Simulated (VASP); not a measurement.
# Si16C (a cell with a defect) in VASP: single point with LDA

Aim: the single point of Si16C (a cell with a defect) with LDA.

Program: VASP 6.6.1. These are calculated values, not measurements. Logs are shortened: lines on timing, memory, paths and dates and some standing lists are left out, and cuts for length are marked.

**1. The cell of the first run**

The cell holds a defect, 17 atoms: a = 7.679 Å, b = 7.679 Å, c = 7.679 Å, α = 60.00°, β = 60.00°, γ = 60.00°.

**2. Single point, LDA, collinear spin**

Input file INCAR:

```
PREC = Accurate
ENCUT = 520
EDIFF = 1E-6
ISMEAR = -1
SIGMA = 0.02
LREAL = Auto
LASPH = True
NELM = 150
ALGO = Normal
ISIF = 2
LWAVE = False
LCHARG = False
ISPIN = 2
MAGMOM = 0 0 0 0 0 0 0 0 0 0 0 0 0 0 0 0 1
LORBIT = 11
NBANDS = 52
```

Input file KPOINTS:

```
regular mesh
0
Gamma
  2 2 2
```

Input file POSCAR:

```
Si16C
1.0
    0.0000000000      5.4300000000      5.4300000000
    5.4300000000      0.0000000000      5.4300000000
    5.4300000000      5.4300000000      0.0000000000
Si C
16 1
Direct
   -0.0131549847      0.0145977584      0.0114371503
    0.1084106980      0.1411259950      0.1368922934
   -0.0051455947      0.0181687374      0.5103756704
    0.1029598830      0.1563024439      0.6374989292
   -0.0054278265      0.5147295996      0.0127015483
    0.1046664066      0.6405544652      0.1500980736
   -0.0274222611      0.5307277984      0.5242209764
    0.1270450700      0.6510121607      0.6450614028
    0.4814496936      0.0136591481      0.0226968482
    0.6132637818      0.1403278073      0.1372351582
    0.4762667602      0.0176200202      0.5107237104
    0.6334737092      0.0771663671      0.6553432337
    0.4779274398      0.5139433949      0.0129922267
    0.6300743391      0.6448911818      0.0943032520
    0.5667082760      0.4246361739      0.4406657910
    0.5769608914      0.6504104138      0.6453595697
    0.4058368184      0.5889972345      0.5994334656
```

Potentials or basis: VASP PAW LDA potentials, release 64 (Si, C).

On the command line:

```console
$ cat potpaw_LDA.64/Si/POTCAR potpaw_LDA.64/C/POTCAR > POTCAR
$ mpirun -np 1 vasp_std > vasp.out
```

OUTCAR:

```text
PREC = Accurate
   ENCUT = 520
   EDIFF = 1E-6
   ISMEAR = -1
   LREAL = Auto
   LASPH = True
   NELM = 150
   ISIF = 2
   ISPIN = 2
   LORBIT = 11

 ion  position               nearest neighbor table
   1  0.987  0.015  0.011-   2 2.34  10 2.34   6 2.35   4 2.35
   2  0.108  0.141  0.137-   9 2.34   1 2.34   3 2.34   5 2.34
   3  0.995  0.018  0.510-  12 2.30   8 2.31   2 2.34   4 2.34
   4  0.103  0.156  0.637-  11 2.34   3 2.34   1 2.35   7 2.35
   5  0.995  0.515  0.013-  14 2.30   8 2.31   6 2.34   2 2.34
   6  0.105  0.641  0.150-  13 2.34   5 2.34   1 2.35   7 2.35
   7  0.973  0.531  0.524-   6 2.35   4 2.35   8 2.48  16 2.49
   8  0.127  0.651  0.645-  17 1.82   3 2.31   5 2.31   7 2.48  15 2.91
   9  0.481  0.014  0.023-  12 2.34  14 2.34  10 2.34   2 2.34
  10  0.613  0.140  0.137-   9 2.34   1 2.34  11 2.34  13 2.34
  11  0.476  0.018  0.511-  12 2.30  16 2.31  10 2.34   4 2.34
  12  0.633  0.077  0.655-  15 2.28  11 2.30   3 2.30   9 2.34
  13  0.478  0.514  0.013-  14 2.30  16 2.31   6 2.34  10 2.34
  14  0.630  0.645  0.094-  15 2.28  13 2.30   5 2.30   9 2.34
  15  0.567  0.425  0.441-  17 1.75  12 2.28  14 2.28   8 2.91  16 2.91
  16  0.577  0.650  0.645-  17 1.82  11 2.31  13 2.31   7 2.49  15 2.91
  17  0.406  0.589  0.599-  15 1.75  16 1.82   8 1.82

  LATTYP: Found a face centered cubic cell.
 ALAT       =    10.8600000000

  Lattice vectors:

 A1 = (   0.0000000000,   5.4300000000,   5.4300000000)
 A2 = (   5.4300000000,   0.0000000000,   5.4300000000)
 A3 = (   5.4300000000,   5.4300000000,   0.0000000000)

Analysis of symmetry for initial positions (statically):
=====================================================================
 Subroutine PRICEL returns:
 Original cell was already a primitive cell.

 Routine SETGRP: Setting up the symmetry group for a
 face centered cubic supercell.

 Subroutine GETGRP returns: Found  1 space group operations
 (whereof  1 operations were pure point group operations)
 out of a pool of 48 trial point group operations.

The static configuration has the point symmetry C_1 .

Analysis of symmetry for dynamics (positions and initial velocities):
=====================================================================
 Subroutine PRICEL returns:
 Original cell was already a primitive cell.

 Routine SETGRP: Setting up the symmetry group for a
 face centered cubic supercell.

 Subroutine GETGRP returns: Found  1 space group operations
 (whereof  1 operations were pure point group operations)
 out of a pool of 48 trial point group operations.

The dynamic configuration has the point symmetry C_1 .

Analysis of structural, dynamic, and magnetic symmetry:
=====================================================================
 Subroutine PRICEL returns:
 Original cell was already a primitive cell.

 Routine SETGRP: Setting up the symmetry group for a
[... 168 lines left out ...]

 val. band max:        6.2768665344   @ k =   0.0000   0.0000   0.5000
 cond. band min:       6.2925415432   @ k =   0.5000   0.0000   0.0000
 fundamental gap:      0.0156750088
 Fermi energy:         6.2866905811

 spin component 1

 k-point     1 :       0.0000    0.0000    0.0000
  band No.  band energies     occupation
      1      -7.0181      1.00000
      2      -5.3588      1.00000
      3      -3.8956      1.00000
      4      -3.8759      1.00000
      5      -3.8347      1.00000
      6      -2.9758      1.00000
[... 381 lines left out ...]
     45       9.9700      0.00000
     46       9.9813      0.00000
 Fermi energy:         6.2866905811

 spin component 2

 k-point     1 :       0.0000    0.0000    0.0000
  band No.  band energies     occupation
      1      -6.9767      1.00000
      2      -5.3360      1.00000
      3      -3.8835      1.00000
      4      -3.8665      1.00000
      5      -3.8261      1.00000
      6      -2.9650      1.00000
[... 381 lines left out ...]
     45       9.9790      0.00000
     46       9.9943      0.00000
 [bands above 46 left out]

------------------------ aborting loop because EDIFF is reached ----------------------------------------

  FORCE on cell =-STRESS in cart. coord.  units (eV):
  Direction    XX          YY          ZZ          XY          YZ          ZX
  --------------------------------------------------------------------------------------
  -------------------------------------------------------------------------------------
  Total        6.8170842     -0.4200917     -0.4259478     -0.0653982     -2.6291187      0.1124772
  in kB       34.1098458     -2.1019639     -2.1312650     -0.3272251    -13.1550133      0.5627890
  external PRESSURE =       9.9588723 kB  Pullay stress =       0.0000000 kB

 VOLUME and BASIS-vectors are now :
 -----------------------------------------------------------------------------
  energy-cutoff  :      520.00
  volume of cell :      320.21
      direct lattice vectors                 reciprocal lattice vectors
     0.000000000  5.430000000  5.430000000    -0.092081031  0.092081031  0.092081031
     5.430000000  0.000000000  5.430000000     0.092081031 -0.092081031  0.092081031
     5.430000000  5.430000000  0.000000000     0.092081031  0.092081031 -0.092081031

 POSITION                                       TOTAL-FORCE (eV/Angst)
 -----------------------------------------------------------------------------------
      0.14137      5.42067      5.43783         0.002003      0.001890     -0.004717
      1.50964      1.33200      1.35498         0.002759     -0.001406      0.006528
      2.87000      8.17340      5.50072        -0.000062      0.000579     -0.006749
      4.31034      4.02069      1.40779         0.002511     -0.000295     -0.001500
      2.86395      5.46950      8.19551        -0.002878      0.009332     -0.004523
      4.29324      1.38337      4.04655        -0.002163     -0.002323     -0.001029
[... 9 lines left out ...]
      7.03603      6.63720      6.66463        -0.041534     -0.019230     -0.024199
      6.45318      5.45862      5.40195         0.047463     -0.031488      0.013081
 -----------------------------------------------------------------------------------
    total drift:                               -0.009520     -0.000049     -0.000046

  FREE ENERGIE OF THE ION-ELECTRON SYSTEM (eV)
  ---------------------------------------------------
  free  energy   TOTEN  =      -100.7828051291 eV

  energy  without entropy=     -100.7748387772  energy(sigma->0) =     -100.77882195

 total charge

# of ion       s       p       d       tot
------------------------------------------
    1        0.744   0.968   0.000   1.712
    2        0.747   0.963   0.000   1.710
    3        0.757   0.964   0.000   1.721
    4        0.746   0.963   0.000   1.708
    5        0.758   0.963   0.000   1.722
    6        0.746   0.964   0.000   1.710
[... 9 lines left out ...]
   16        0.753   0.940   0.000   1.693
   17        0.872   1.623   0.000   2.495
--------------------------------------------------
tot         12.978  16.921   0.000  29.899

 magnetization (x)

# of ion       s       p       d       tot
------------------------------------------
    1        0.000   0.001   0.000   0.001
    2       -0.000   0.000   0.000   0.000
    3        0.001   0.003   0.000   0.004
    4        0.000   0.000   0.000   0.000
    5        0.001   0.003   0.000   0.004
    6        0.000   0.000   0.000   0.000
[... 9 lines left out ...]
   16        0.001   0.002   0.000   0.003
   17        0.002   0.042   0.000   0.044
--------------------------------------------------
tot          0.010   0.075   0.000   0.085
```

OSZICAR:

```text
N       E                     dE             d eps       ncg     rms          rms(c)
DAV:   1     0.158064596603E+03    0.15806E+03   -0.25931E+04  1664   0.107E+03
DAV:   2    -0.883119765661E+02   -0.24638E+03   -0.23056E+03  2020   0.166E+02
DAV:   3    -0.105702123309E+03   -0.17390E+02   -0.17055E+02  2124   0.402E+01
DAV:   4    -0.106139133440E+03   -0.43701E+00   -0.43566E+00  2088   0.778E+00
DAV:   5    -0.106151293745E+03   -0.12160E-01   -0.12153E-01  2144   0.123E+00    0.179E+01
DAV:   6    -0.101115030251E+03    0.50363E+01   -0.13198E+01  2504   0.140E+01    0.102E+01
DAV:   7    -0.100994123647E+03    0.12091E+00   -0.58129E+00  1864   0.692E+00    0.534E+00
DAV:   8    -0.100820078280E+03    0.17405E+00   -0.10059E+00  2144   0.306E+00    0.177E+00
DAV:   9    -0.100779464032E+03    0.40614E-01   -0.17948E-01  2144   0.152E+00    0.736E-01
DAV:  10    -0.100783594088E+03   -0.41301E-02   -0.58438E-02  2024   0.640E-01    0.389E-01
DAV:  11    -0.100782670434E+03    0.92365E-03   -0.47083E-03  2232   0.220E-01    0.149E-01
DAV:  12    -0.100782815870E+03   -0.14544E-03   -0.14183E-03  2024   0.112E-01    0.718E-02
DAV:  13    -0.100782800634E+03    0.15236E-04   -0.15973E-04  2328   0.405E-02    0.346E-02
DAV:  14    -0.100782806551E+03   -0.59174E-05   -0.47866E-05  1944   0.225E-02    0.153E-02
DAV:  15    -0.100782805000E+03    0.15514E-05   -0.62643E-06  2176   0.849E-03    0.547E-03
DAV:  16    -0.100782805129E+03   -0.12906E-06   -0.19970E-06  1568   0.459E-03
   1 F= -.10078281E+03 E0= -.10077882E+03  d E =-.796635E-02  mag=     0.2053
```

stdout:

```text
POSCAR found type information on POSCAR SiC
 POSCAR found :  2 types and      17 ions
 scaLAPACK will be used
 LDA part: xc-table for (Slater(with rela. corr.)+CA(PZ))
 , standard interpolation
 POSCAR, INCAR and KPOINTS ok, starting setup
 FFT: planning ... GRIDC
 FFT: planning ... GRID_SOFT
 FFT: planning ... GRID
 WAVECAR not read
 entering main loop
```

Wall time 4.5 min (1 thread of Intel Xeon Platinum 8488C (Sapphire Rapids), shared host); peak memory 0.48 GiB.

Results:

```
Free energy                                           : -100.7828 eV
Pressure                                              : 1.0 GPa
Largest force                                         : 0.063 eV/Å
Net moment                                            : 0.21 μB per cell
Site moments                                          : Si +0.00, +0.01 (each value once); C +0.04 μB
Valence electrons inside the program's atomic spheres : Si 1.71, 1.72, 1.66, 1.69, 1.74 (each value once); C 2.50
```

Forces in eV/Å, atoms in the order of the input:
```
Si   0.002  0.002 -0.005
Si   0.003 -0.001  0.007
Si   0.000  0.001 -0.007
Si   0.003  0.000 -0.002
Si  -0.003  0.009 -0.005
Si  -0.002 -0.002 -0.001
Si   0.023  0.009 -0.011
Si  -0.043  0.038  0.026
Si  -0.018 -0.001  0.003
Si   0.002 -0.008  0.004
Si  -0.003  0.005  0.001
Si  -0.001  0.009 -0.008
Si   0.000  0.002 -0.011
Si   0.007 -0.003  0.007
Si   0.026 -0.008  0.011
Si  -0.042 -0.019 -0.024
C    0.047 -0.031  0.013
```

Caveat: the k points lie up to 0.50 Å⁻¹ apart.
